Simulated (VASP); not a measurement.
# KNaICl (Pmmm) in VASP: a series of runs, part 2 of 2

VASP 6.6.1. The steps go on from the part before.

### 3 Single point, LDA

Contents of INCAR:

```
SYSTEM = KNaICl
PREC = Accurate
ENCUT = 520
EDIFF = 1E-7
ISMEAR = 0
SIGMA = 0.05
LREAL = .FALSE.
LASPH = .TRUE.
NELM = 100
ALGO = Normal
ISIF = 2
LWAVE = .FALSE.
LCHARG = .TRUE.
GGA = CA
LELF = .TRUE.
LVHAR = .TRUE.
NBANDS = 23
```

Contents of KPOINTS:

```
Automatic mesh
0
G
  6 6 4
  0 0 0
```

Contents of POSCAR:

```
KNaICl
1.0
    4.0826072308      0.0000000000      0.0000000000
    0.0000000000      4.3997281057      0.0000000000
    0.0000000000      0.0000000000      6.7379525890
K Na I Cl
1 1 1 1
Direct
    0.5000000000      0.5000000000      0.5000000000
    0.0000000000      0.0000000000      0.0000000000
    0.5000000000      0.5000000000      0.0000000000
    0.0000000000      0.0000000000      0.5000000000
```

Potentials or basis: VASP PAW LDA potentials, release 64 (K_sv, Na_pv, I, Cl).

Run with:

```
$ cat potpaw_LDA.64/K_sv/POTCAR potpaw_LDA.64/Na_pv/POTCAR potpaw_LDA.64/I/POTCAR potpaw_LDA.64/Cl/POTCAR > POTCAR
$ mpirun -np 1 vasp_std > vasp.out
```

OUTCAR:

```text
SYSTEM = KNaICl
   PREC = Accurate
   ENCUT = 520
   EDIFF = 1E-7
   ISMEAR = 0
   LREAL = .FALSE.
   LASPH = .TRUE.
   NELM = 100
   ISIF = 2
   GGA = CA

 ion  position               nearest neighbor table
   1  0.500  0.500  0.500-   4 3.00   4 3.00   4 3.00   4 3.00   3 3.37   3 3.37
   2  0.000  0.000  0.000-   3 3.00   3 3.00   3 3.00   3 3.00
   3  0.500  0.500  0.000-   2 3.00   2 3.00   2 3.00   2 3.00   1 3.37   1 3.37
   4  0.000  0.000  0.500-   1 3.00   1 3.00   1 3.00   1 3.00

  LATTYP: Found a simple orthorhombic cell.
 ALAT       =     4.0826072308
 B/A-ratio  =     1.0776760675
[... 817 lines left out ...]
 [... further k-points ...]
[... 5 lines left out ...]
  --------------------------------------------------------------------------------------
  -------------------------------------------------------------------------------------
  Total        1.4234815      0.4005397     -0.8064816      0.0000000      0.0000000      0.0000000
  in kB       18.8439096      5.3023063    -10.6761254      0.0000000      0.0000000      0.0000000
  external PRESSURE =       4.4900301 kB  Pullay stress =       0.0000000 kB

 VOLUME and BASIS-vectors are now :
 -----------------------------------------------------------------------------
  energy-cutoff  :      520.00
  volume of cell :      121.03
      direct lattice vectors                 reciprocal lattice vectors
     4.082607231  0.000000000  0.000000000     0.244941515  0.000000000  0.000000000
     0.000000000  4.399728106  0.000000000     0.000000000  0.227286772  0.000000000
     0.000000000  0.000000000  6.737952589     0.000000000  0.000000000  0.148413036

 POSITION                                       TOTAL-FORCE (eV/Angst)
 -----------------------------------------------------------------------------------
      2.04130      2.19986      3.36898         0.000000      0.000000      0.000000
      0.00000      0.00000      0.00000         0.000000      0.000000      0.000000
      2.04130      2.19986      0.00000         0.000000      0.000000      0.000000
      0.00000      0.00000      3.36898         0.000000      0.000000      0.000000
 -----------------------------------------------------------------------------------
    total drift:                                0.000000      0.000000      0.000000

  FREE ENERGIE OF THE ION-ELECTRON SYSTEM (eV)
  ---------------------------------------------------
  free  energy   TOTEN  =       -13.1798876586 eV

  energy  without entropy=      -13.1798876586  energy(sigma->0) =      -13.17988766
```

stdout:

```text
POSCAR found type information on POSCAR K NaI Cl
 POSCAR found :  4 types and       4 ions
 scaLAPACK will be used
 LDA part: xc-table for (Slater(with rela. corr.)+CA(PZ))
 , standard interpolation
 POSCAR, INCAR and KPOINTS ok, starting setup
 FFT: planning ... GRIDC
 FFT: planning ... GRID_SOFT
 FFT: planning ... GRID
 WAVECAR not read
 entering main loop
```

It took 69 s on 1 thread of AMD EPYC 9R45 (Zen 5), shared host; peak memory 0.25 GiB.

What came out:

- Free energy: -13.1799 eV
- Pressure: 0.4 GPa
- Band gap on the k mesh: 3.73 eV, indirect (least direct gap 3.78 eV)

Levels at points of the mesh, in eV from the valence-band top:
```csv
k point,band 13,band 14,band 15,band 16,band 17,band 18
"(0.00, 0.00, 0.00)",-0.53,-0.43,-0.05,3.73,5.36,6.06
"(0.50, 0.00, 0.00)",-1.21,-0.77,-0.44,5.80,5.94,7.02
"(0.00, 0.50, 0.00)",-0.93,-0.91,0.00,5.90,6.13,6.95
"(0.50, 0.50, 0.00)",-1.06,-1.01,-0.51,4.45,5.12,5.29
"(0.00, 0.00, 0.50)",-0.68,-0.64,-0.11,4.77,5.90,6.16
"(0.50, 0.00, 0.50)",-0.93,-0.82,-0.45,5.14,5.60,7.76
"(0.00, 0.50, 0.50)",-0.92,-0.89,-0.02,5.03,5.93,8.09
"(0.50, 0.50, 0.50)",-1.15,-1.14,-0.84,5.08,6.65,6.90
```

Caveat: the cell differs from its parent crystal (strain +e along x and -e along y -0.0367, strain +e along z and -e/2 along x and y +0.0367); spin-orbit coupling is left out, which moves the levels of the heavy elements. A k mesh can miss the band edges.
